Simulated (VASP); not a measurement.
Write the native input for VASP 6.6.1 that does the following.

```
Task                               : single point
Functional                         : HSE06
Potentials or basis                : VASP PAW PBE potentials, release 64 (Ba_sv, S)
Cutoff                             : 520 eV
k mesh                             : 4 × 4 × 4
Occupations                        : gaussian, width 0.01 eV
Spin                               : no spin polarisation
Dipole correction                  : no
Grid for exact exchange (PRECFOCK) : Normal
Further INCAR settings             : ALGO = Normal; EDIFF = 1e-06; NBANDS = 15
Share of exact exchange            : 0.25
Screening parameter                : 0.2079 1/Å
```

Crystal: BaS.

```xyz
2
Lattice="0.0000 3.5194 3.5194 3.3403 0.0000 3.5194 3.3403 3.5194 0.0000" Properties=species:S:1:pos:R:3 pbc="T T T"
Ba    0.0000    0.0000    0.0000
S     1.6701    1.7597    1.7597
```

This cell differs from its parent crystal: uniaxial x strain -5.1%.

The input as run:

POSCAR

```
BaS
1.0
    0.0000000000      3.5194117709      3.5194117709
    3.3402737118      0.0000000000      3.5194117709
    3.3402737118      3.5194117709      0.0000000000
Ba S
1 1
Direct
    0.0000000000      0.0000000000      0.0000000000
    0.2500000000      0.2500000000      0.2500000000
```

INCAR.step1

```
SYSTEM = BaS
ALGO     = Normal         ! electronic algorithm
EDIFF    = 1E-5           ! SCF threshold, eV
ENCUT    = 520            ! plane-wave cutoff, eV
GGA      = PE             ! functional
ISIF     = 2              ! what is computed and relaxed
ISMEAR   = 0              ! smearing method
LASPH    = .TRUE.         ! aspherical terms in the spheres
LREAL    = .FALSE.        ! projectors in reciprocal space
LWAVE    = .TRUE.         ! write WAVECAR
NBANDS   = 15             ! bands
NELM     = 80             ! most SCF steps
PREC     = Accurate       ! precision mode
SIGMA    = 0.01           ! smearing width, eV
```

INCAR.step2

```
SYSTEM = BaS
ALGO     = Normal         ! electronic algorithm
EDIFF    = 1E-6           ! SCF threshold, eV
ENCUT    = 520            ! plane-wave cutoff, eV
GGA      = PE             ! functional
HFSCREEN = 0.2079         ! screening, 1/A
ISIF     = 2              ! what is computed and relaxed
ISMEAR   = 0              ! smearing method
ISTART   = 1            
LASPH    = .TRUE.         ! aspherical terms in the spheres
LCHARG   = .TRUE.         ! write CHGCAR
LELF     = .TRUE.         ! ELF
LHFCALC  = .TRUE.         ! exact exchange
LREAL    = .FALSE.        ! projectors in reciprocal space
LVHAR    = .TRUE.       
LWAVE    = .FALSE.        ! write WAVECAR
NBANDS   = 15             ! bands
NELM     = 80             ! most SCF steps
PREC     = Accurate       ! precision mode
PRECFOCK = Normal       
SIGMA    = 0.01           ! smearing width, eV
```

KPOINTS

```
k-points
0
G
  4 4 4
  0 0 0
```

Potentials or basis: VASP PAW PBE potentials, release 64 (Ba_sv, S).

Run with:

```console
$ cat potpaw_PBE.64/Ba_sv/POTCAR potpaw_PBE.64/S/POTCAR > POTCAR
$ cp INCAR.step1 INCAR
$ mpirun -np 1 vasp_std > vasp.out
$ cp INCAR.step2 INCAR
$ mpirun -np 1 vasp_std > vasp.out
```

It gave:

```
Pressure               : 1.8 GPa
Band gap on the k mesh : 3.68 eV (least direct gap 4.28 eV)
```

Caveat: the cell differs from its parent crystal (uniaxial x strain -5.1%); the PAW data sets were made with another functional, which shifts forces and pressure a little; spin-orbit coupling is left out, which moves the levels of the heavy elements.

It took 6.2 min on 1 thread of Intel(R) Xeon(R) 6975P-C (Granite Rapids), on a shared host, peak memory 0.33 GiB.
